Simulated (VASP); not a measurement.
# BP (e600) (I-4m2) in VASP: a series of runs, part 2 of 3

VASP 6.6.1.

### Step 3. Relaxation of the atoms, PBEsol (strained cell)

The input, INCAR:

```
SYSTEM = BP
PREC = Accurate ; ENCUT = 450
EDIFF = 1E-7 ; ISMEAR = 0
SIGMA = 0.02 ; LREAL = .False.
LASPH = .True. ; NELM = 120
ALGO = Normal ; ISIF = 2
LWAVE = .False. ; LCHARG = .False.
GGA = PS ; IBRION = 2
NSW = 60 ; EDIFFG = -0.002
GGA_COMPAT = .False. ; NELMIN = 4
```

The input, KPOINTS:

```
regular mesh
0
Gamma
  8 8 8
  0 0 0
```

The input, POSCAR:

```
BP
1.0
    0.0000000000      2.2827359537      2.2465738000
    2.2827359537      0.0000000000      2.2465738000
    2.2827359537      2.2827359537      0.0000000000
B P
1 1
Direct
    0.0000000000      0.0000000000      0.0000000000
    0.2500000000      0.2500000000      0.2500000000
```

Potentials or basis: VASP PAW PBE potentials, release 64 (B, P).

Launch:

```bash
cat potpaw_PBE.64/B/POTCAR potpaw_PBE.64/P/POTCAR > POTCAR
mpirun -np 1 vasp_std > vasp.out
```

OUTCAR:

```text
SYSTEM = BP
   PREC = Accurate
   ENCUT = 450
   EDIFF = 1E-7
   ISMEAR = 0
   LREAL = .False.
   LASPH = .True.
   NELM = 120
   ISIF = 2
   GGA = PS
   IBRION = 2
   NSW = 60
   EDIFFG = -0.002
   NELMIN = 4

 ion  position               nearest neighbor table
   1  0.000  0.000  0.000-   2 1.97   2 1.97   2 1.97   2 1.97
   2  0.250  0.250  0.250-   1 1.97   1 1.97   1 1.97   1 1.97

  LATTYP: Found a body centered tetragonal cell.
 ALAT       =     3.2282761450
 C/A-ratio  =     1.3918101792

  Lattice vectors:

 A1 = (   0.0000000000,  -2.2827359537,  -2.2465738000)
 A2 = (   0.0000000000,   2.2827359537,  -2.2465738000)
 A3 = (   2.2827359537,   0.0000000000,   2.2465738000)

Analysis of symmetry for initial positions (statically):
=====================================================================
 Subroutine PRICEL returns:
 Original cell was already a primitive cell.

 Routine SETGRP: Setting up the symmetry group for a
 body centered tetragonal supercell.

 Subroutine GETGRP returns: Found  8 space group operations
 (whereof  8 operations were pure point group operations)
 out of a pool of 16 trial point group operations.

The static configuration has the point symmetry D_2d.

Analysis of symmetry for dynamics (positions and initial velocities):
=====================================================================
 Subroutine PRICEL returns:
 Original cell was already a primitive cell.

 Routine SETGRP: Setting up the symmetry group for a
 body centered tetragonal supercell.

 Subroutine GETGRP returns: Found  8 space group operations
 (whereof  8 operations were pure point group operations)
 out of a pool of 16 trial point group operations.

The dynamic configuration has the point symmetry D_2d.

 Subroutine INISYM returns: Found  8 space group operations
 (whereof  8 operations are pure point group operations),
[... 112 lines left out ...]
   EFERMI_NEDOS =   21; number of points for ismear=-14 and -15
   IALGO  =     38    algorithm
   IMIX   =      4    mixing-type and parameters
     AMIX     =   0.40;   BMIX     =  1.00
     AMIX_MAG =   1.60;   BMIX_MAG =  1.00
  volume/ion in A,a.u.               =      11.71        79.00
  Fermi-wavevector in a.u.,A,eV,Ry     =   1.144504  2.162800 17.822141  1.309890
  Thomas-Fermi vector in A             =   2.281196
   LORBIT       =      0    0 simple, 1 ext, 2 COOP (PROOUT), +10 PAW based schemes
   GGA     = PS    functional components
   LHFCALC =     F    Hartree Fock is set to
   AEXX    =    0.0000 exact exchange contribution
   IVDW    =     0    specifies the selected vdW correction
   LEPSILON=     F    determine dielectric tensor
   LRPA    =     F    only Hartree local field effects (RPA)
 conjugate gradient relaxation of ions
 non-spin polarized calculation
 Gauss-broadening in eV      SIGMA  =   0.02
  energy-cutoff  :      450.00
  volume of cell :       23.41
 maximum number of plane-waves:       531
 NGX is ok and might be reduce to    24
   NGX = 11   NGY = 11   NGZ = 11

 number of electron       8.0000000 magnetization

 Free energy of the ion-electron system (eV)
  ---------------------------------------------------
  ext. energy  EPLUGINS =         0.00000000
  ---------------------------------------------------
  free energy    TOTEN  =       -13.66582053 eV

  energy without entropy =      -13.66582053  energy(sigma->0) =      -13.66582053

 E-fermi :   7.5937     XC(G=0): -11.0367

 val. band max:        7.4839896869   @ k =   0.0000   0.0000   0.0000
 cond. band min:       8.4102186480   @ k =   0.3750   0.3750   0.0000
 fundamental gap:      0.9262289611
 Fermi energy:         7.5937218151

 k-point     1 :       0.0000    0.0000    0.0000
  band No.  band energies     occupation
      1      -8.0979      2.00000
      2       7.3309      2.00000
      3       7.3309      2.00000
      4       7.4840      2.00000
      5      10.6768      0.00000
      6      10.7660      0.00000
      7      10.7660      0.00000
      8      14.6885      0.00000
[... 243 lines left out ...]
 k-point    24 :       0.3750    0.0000    0.1250
  band No.  band energies     occupation
      1      -5.9476      2.00000
      2       0.7908      2.00000
      3       4.9848      2.00000
      4       5.1358      2.00000
      5      10.8628      0.00000
      6      12.9064      0.00000
      7      13.5780      0.00000
      8      15.2311      0.00000

 [... further k-points ...]
[... 5 lines left out ...]
  --------------------------------------------------------------------------------------
  -------------------------------------------------------------------------------------
  Total       -0.5139113     -0.5139113      0.0836712      0.0000000      0.0000000     -0.0000000
  in kB      -35.1671153    -35.1671153      5.7256462      0.0000000      0.0000000     -0.0000000
  external PRESSURE =     -21.5361948 kB  Pullay stress =       0.0000000 kB

 VOLUME and BASIS-vectors are now :
 -----------------------------------------------------------------------------
  energy-cutoff  :      450.00
  volume of cell :       23.41
      direct lattice vectors                 reciprocal lattice vectors
     0.000000000  2.282735954  2.246573800    -0.219035408  0.219035408  0.222561128
     2.282735954  0.000000000  2.246573800     0.219035408 -0.219035408  0.222561128
     2.282735954  2.282735954  0.000000000     0.219035408  0.219035408 -0.222561128

 POSITION                                       TOTAL-FORCE (eV/Angst)
 -----------------------------------------------------------------------------------
      0.00000      0.00000      0.00000        -0.000000     -0.000000     -0.000000
      1.14137      1.14137      1.12329         0.000000      0.000000      0.000000
 -----------------------------------------------------------------------------------
    total drift:                                0.000000      0.000000     -0.000000

  FREE ENERGIE OF THE ION-ELECTRON SYSTEM (eV)
  ---------------------------------------------------
  free  energy   TOTEN  =       -13.6658205334 eV

  energy  without entropy=      -13.6658205334  energy(sigma->0) =      -13.66582053

 reached required accuracy - stopping structural energy minimisation
```

CONTCAR:

```text
BP
   1.00000000000000
     0.0000000000000000    2.2827359537000000    2.2465738000000002
     2.2827359537000000    0.0000000000000000    2.2465738000000002
     2.2827359537000000    2.2827359537000000    0.0000000000000000
  B               P
     1     1
Direct
     0.0000000000000000    0.0000000000000000    0.0000000000000000
     0.2500000000000000    0.2500000000000000    0.2500000000000000

  0.00000000E+00  0.00000000E+00  0.00000000E+00
  0.00000000E+00  0.00000000E+00  0.00000000E+00
```

Run time: 3.8 s. Hardware: 1 thread of Intel Xeon 6975P-C (Granite Rapids), shared host; peak memory 0.13 GiB.

Results:

- Free energy: -13.6658 eV
- Pressure after relaxing: -2.2 GPa
- Band gap on the k mesh: 0.93 eV, indirect (least direct gap 3.19 eV)

Stress tensor (GPa, compression positive):
```
-3.52  0.00  0.00
 0.00 -3.52  0.00
 0.00  0.00  0.57
```

Final structure:
```cif
data_structure
_symmetry_space_group_name_H-M 'P 1'
_symmetry_Int_Tables_number 1
_cell_length_a 3.2028
_cell_length_b 3.2028
_cell_length_c 3.2283
_cell_angle_alpha 59.737
_cell_angle_beta 59.737
_cell_angle_gamma 60.527
_cell_volume 23.41
loop_
_atom_site_label
_atom_site_type_symbol
_atom_site_fract_x
_atom_site_fract_y
_atom_site_fract_z
_atom_site_occupancy
B1 B 0.00000 0.00000 0.00000 1
P1 P 0.25000 0.25000 0.25000 1
```

Levels at points of the mesh, in eV from the valence-band top:
| k point | band 2 | band 3 | band 4 | band 5 | band 6 | band 7 |
| --- | --- | --- | --- | --- | --- | --- |
| (0.00, 0.00, 0.00) | -0.15 | -0.15 | 0.00 | 3.19 | 3.28 | 3.28 |
| (0.50, 0.00, 0.00) | -9.18 | -1.97 | -1.77 | 3.58 | 4.47 | 4.66 |
| (0.50, 0.50, 0.00) | -8.59 | -4.35 | -4.35 | 1.01 | 1.27 | 11.97 |
| (0.50, 0.00, 0.50) | -8.74 | -4.20 | -4.17 | 1.19 | 1.49 | 11.80 |

Caveat: the cell differs from its parent crystal (strained cell); the relaxation stopped at its first step, so nothing moved; the PAW data sets were made with another functional, which shifts forces and pressure a little. A k mesh can miss the band edges.

### Step 4. Relaxation of the atoms, PBEsol (strained cell)

The input, INCAR:

```
SYSTEM = BP
PREC     = Accurate       ! precision mode
ENCUT    = 450            ! plane-wave cutoff, eV
EDIFF    = 1E-7           ! SCF threshold, eV
ISMEAR   = 0              ! smearing method
SIGMA    = 0.02           ! smearing width, eV
LREAL    = .False.        ! projectors in reciprocal space
LASPH    = .True.         ! aspherical terms in the spheres
NELM     = 120            ! most SCF steps
ALGO     = Normal         ! electronic algorithm
ISIF     = 2              ! what is computed and relaxed
LWAVE    = .False.        ! write WAVECAR
LCHARG   = .False.        ! write CHGCAR
GGA      = PS             ! functional
IBRION   = 2              ! ionic algorithm
NSW      = 60             ! ionic steps
EDIFFG   = -0.002         ! ionic threshold
GGA_COMPAT= .False.      
NELMIN   = 4
```

KPOINTS is that of step 3.

The input, POSCAR:

```
BP
1.0
    0.0000000000      2.2827359537      2.2530281525
    2.2827359537      0.0000000000      2.2530281525
    2.2827359537      2.2827359537      0.0000000000
B P
1 1
Direct
    0.0000000000      0.0000000000      0.0000000000
    0.2500000000      0.2500000000      0.2500000000
```

Potentials or basis: VASP PAW PBE potentials, release 64 (B, P).

Launch:

```bash
cat potpaw_PBE.64/B/POTCAR potpaw_PBE.64/P/POTCAR > POTCAR
mpirun -np 1 vasp_std > vasp.out
```

OUTCAR:

```text
SYSTEM = BP
   PREC = Accurate
   ENCUT = 450
   EDIFF = 1E-7
   ISMEAR = 0
   LREAL = .False.
   LASPH = .True.
   NELM = 120
   ISIF = 2
   GGA = PS
   IBRION = 2
   NSW = 60
   EDIFFG = -0.002
   NELMIN = 4

 ion  position               nearest neighbor table
   1  0.000  0.000  0.000-   2 1.97   2 1.97   2 1.97   2 1.97
   2  0.250  0.250  0.250-   1 1.97   1 1.97   1 1.97   1 1.97

  LATTYP: Found a body centered tetragonal cell.
 ALAT       =     3.2282761450
 C/A-ratio  =     1.3958088164

  Lattice vectors:

 A1 = (   0.0000000000,  -2.2827359537,  -2.2530281525)
 A2 = (   0.0000000000,   2.2827359537,  -2.2530281525)
 A3 = (   2.2827359537,   0.0000000000,   2.2530281525)

Analysis of symmetry for initial positions (statically):
=====================================================================
 Subroutine PRICEL returns:
 Original cell was already a primitive cell.

 Routine SETGRP: Setting up the symmetry group for a
 body centered tetragonal supercell.

 Subroutine GETGRP returns: Found  8 space group operations
 (whereof  8 operations were pure point group operations)
 out of a pool of 16 trial point group operations.

The static configuration has the point symmetry D_2d.

Analysis of symmetry for dynamics (positions and initial velocities):
=====================================================================
 Subroutine PRICEL returns:
 Original cell was already a primitive cell.

 Routine SETGRP: Setting up the symmetry group for a
 body centered tetragonal supercell.

 Subroutine GETGRP returns: Found  8 space group operations
 (whereof  8 operations were pure point group operations)
 out of a pool of 16 trial point group operations.

The dynamic configuration has the point symmetry D_2d.

 Subroutine INISYM returns: Found  8 space group operations
 (whereof  8 operations are pure point group operations),
[... 112 lines left out ...]
   EFERMI_NEDOS =   21; number of points for ismear=-14 and -15
   IALGO  =     38    algorithm
   IMIX   =      4    mixing-type and parameters
     AMIX     =   0.40;   BMIX     =  1.00
     AMIX_MAG =   1.60;   BMIX_MAG =  1.00
  volume/ion in A,a.u.               =      11.74        79.23
  Fermi-wavevector in a.u.,A,eV,Ry     =   1.143410  2.160733 17.788087  1.307388
  Thomas-Fermi vector in A             =   2.280106
   LORBIT       =      0    0 simple, 1 ext, 2 COOP (PROOUT), +10 PAW based schemes
   GGA     = PS    functional components
   LHFCALC =     F    Hartree Fock is set to
   AEXX    =    0.0000 exact exchange contribution
   IVDW    =     0    specifies the selected vdW correction
   LEPSILON=     F    determine dielectric tensor
   LRPA    =     F    only Hartree local field effects (RPA)
 conjugate gradient relaxation of ions
 non-spin polarized calculation
 Gauss-broadening in eV      SIGMA  =   0.02
  energy-cutoff  :      450.00
  volume of cell :       23.48
 maximum number of plane-waves:       531
 NGX is ok and might be reduce to    24
   NGX = 11   NGY = 11   NGZ = 11

 number of electron       8.0000000 magnetization

 Free energy of the ion-electron system (eV)
  ---------------------------------------------------
  ext. energy  EPLUGINS =         0.00000000
  ---------------------------------------------------
  free energy    TOTEN  =       -13.66587294 eV

  energy without entropy =      -13.66587294  energy(sigma->0) =      -13.66587294

 E-fermi :   7.5402     XC(G=0): -11.0245

 val. band max:        7.4317856995   @ k =   0.0000   0.0000   0.0000
 cond. band min:       8.4043181810   @ k =   0.3750   0.3750   0.0000
 fundamental gap:      0.9725324815
 Fermi energy:         7.5402158658

 k-point     1 :       0.0000    0.0000    0.0000
  band No.  band energies     occupation
      1      -8.1062      2.00000
      2       7.3060      2.00000
      3       7.3060      2.00000
      4       7.4318      2.00000
      5      10.6489      0.00000
      6      10.7220      0.00000
      7      10.7220      0.00000
      8      14.6124      0.00000
[... 243 lines left out ...]
 k-point    24 :       0.3750    0.0000    0.1250
  band No.  band energies     occupation
      1      -5.9597      2.00000
      2       0.7665      2.00000
      3       4.9690      2.00000
      4       5.0940      2.00000
      5      10.8185      0.00000
      6      12.8765      0.00000
      7      13.5207      0.00000
      8      15.1773      0.00000

 [... further k-points ...]
[... 5 lines left out ...]
  --------------------------------------------------------------------------------------
  -------------------------------------------------------------------------------------
  Total       -0.5467793     -0.5467793     -0.0543179      0.0000000      0.0000000      0.0000000
  in kB      -37.3090888    -37.3090888     -3.7063398      0.0000000      0.0000000      0.0000000
  external PRESSURE =     -26.1081725 kB  Pullay stress =       0.0000000 kB

 VOLUME and BASIS-vectors are now :
 -----------------------------------------------------------------------------
  energy-cutoff  :      450.00
  volume of cell :       23.48
      direct lattice vectors                 reciprocal lattice vectors
     0.000000000  2.282735954  2.253028153    -0.219035408  0.219035408  0.221923547
     2.282735954  0.000000000  2.253028153     0.219035408 -0.219035408  0.221923547
     2.282735954  2.282735954  0.000000000     0.219035408  0.219035408 -0.221923547

 POSITION                                       TOTAL-FORCE (eV/Angst)
 -----------------------------------------------------------------------------------
      0.00000      0.00000      0.00000         0.000000     -0.000000      0.000000
      1.14137      1.14137      1.12651        -0.000000      0.000000     -0.000000
 -----------------------------------------------------------------------------------
    total drift:                                0.000000      0.000000      0.000000

  FREE ENERGIE OF THE ION-ELECTRON SYSTEM (eV)
  ---------------------------------------------------
  free  energy   TOTEN  =       -13.6658729371 eV

  energy  without entropy=      -13.6658729371  energy(sigma->0) =      -13.66587294

 reached required accuracy - stopping structural energy minimisation
```

OSZICAR:

```text
N       E                     dE             d eps       ncg     rms          rms(c)
DAV:   1     0.704501237792E+01    0.70450E+01   -0.37480E+03   960   0.802E+02
DAV:   2    -0.141387394446E+02   -0.21184E+02   -0.20046E+02  1488   0.102E+02
DAV:   3    -0.143638673846E+02   -0.22513E+00   -0.22513E+00  1160   0.140E+01
DAV:   4    -0.143642986573E+02   -0.43127E-03   -0.43127E-03  1544   0.614E-01
DAV:   5    -0.143642987664E+02   -0.10911E-06   -0.10911E-06  1152   0.901E-03    0.697E+00
DAV:   6    -0.137728732004E+02    0.59143E+00   -0.15148E+00  1016   0.656E+00    0.377E+00
DAV:   7    -0.136752766070E+02    0.97597E-01   -0.26049E-01  1440   0.306E+00    0.119E+00
DAV:   8    -0.136656936949E+02    0.95829E-02   -0.27006E-02  1040   0.110E+00    0.185E-01
DAV:   9    -0.136658096744E+02   -0.11598E-03   -0.46036E-04  1376   0.197E-01    0.983E-02
DAV:  10    -0.136658686194E+02   -0.58945E-04   -0.12463E-04  1048   0.826E-02    0.210E-02
DAV:  11    -0.136658726002E+02   -0.39808E-05   -0.37990E-06  1416   0.179E-02    0.239E-02
DAV:  12    -0.136658729194E+02   -0.31924E-06   -0.13968E-06  1096   0.715E-03    0.412E-03
DAV:  13    -0.136658729371E+02   -0.17717E-07   -0.27900E-08   536   0.151E-03
   1 F= -.13665873E+02 E0= -.13665873E+02  d E =-.136659E+02
```

It took 3.9 s on 1 thread of Intel Xeon 6975P-C (Granite Rapids), shared host; peak memory 0.13 GiB.

What came out:

```
Free energy             : -13.6659 eV
Pressure after relaxing : -2.6 GPa
Band gap on the k mesh  : 0.97 eV, indirect (least direct gap 3.22 eV)
```

Final structure:
```
B P
1.0
     0.00000    2.28274    2.25303
     2.28274    0.00000    2.25303
     2.28274    2.28274    0.00000
B P
1 1
Direct
  0.00000 0.00000 0.00000
  0.25000 0.25000 0.25000
```

Levels at points of the mesh, in eV from the valence-band top:
```
           k point  band 2  band 3  band 4  band 5  band 6  band 7
(0.00, 0.00, 0.00)   -0.13   -0.13    0.00    3.22    3.29    3.29
(0.50, 0.00, 0.00)   -9.14   -1.93   -1.76    3.60    4.50    4.65
(0.50, 0.50, 0.00)   -8.58   -4.30   -4.30    1.05    1.32   11.96
(0.50, 0.00, 0.50)   -8.70   -4.18   -4.15    1.20    1.50   11.83
```

Caveat: the cell differs from its parent crystal (strained cell); the relaxation stopped at its first step, so nothing moved; the PAW data sets were made with another functional, which shifts forces and pressure a little. A k mesh can miss the band edges.

(Part 2 of 3 ends here.)
